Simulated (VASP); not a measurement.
A run of VASP 6.6.1 is set up as follows.

Contents of INCAR:

```
SYSTEM = Hf
PREC = Accurate ; ENCUT = 520
EDIFF = 1E-6 ; ISMEAR = -1
SIGMA = 0.15 ; LREAL = .False.
LASPH = .True. ; NELM = 100
ALGO = Normal ; ISIF = 2
LWAVE = .False. ; LCHARG = .False.
GGA = PS ; NBANDS = 17
```

KPOINTS

```
Automatic mesh
0
Gamma
  15 15 8
  0 0 0
```

POSCAR

```
Hf
1.0
    3.1570180161      0.0000000000      0.0000000000
   -1.5785090081      2.7340578021      0.0000000000
    0.0000000000      0.0000000000      5.0134366150
Hf
2
Direct
    0.3333333333      0.6666666667      0.2500000000
    0.6666666667      0.3333333333      0.7500000000
```

Potentials or basis: VASP PAW PBE potentials, release 64 (Hf_pv).

Launch:

```bash
$ cat potpaw_PBE.64/Hf_pv/POTCAR > POTCAR
$ mpirun -np 1 vasp_std > vasp.out
```

(1) What does it give for the band gap on the k mesh?

(2) Estimate the pressure.

Results:

(1) zero (band 10 reaches 6.17 eV, above the bottom of band 11 at 4.55 eV).

(2) -0.4 GPa.

Caveat: the PAW data sets were made with another functional, which shifts forces and pressure a little; spin-orbit coupling is left out, which moves the levels of the heavy elements.
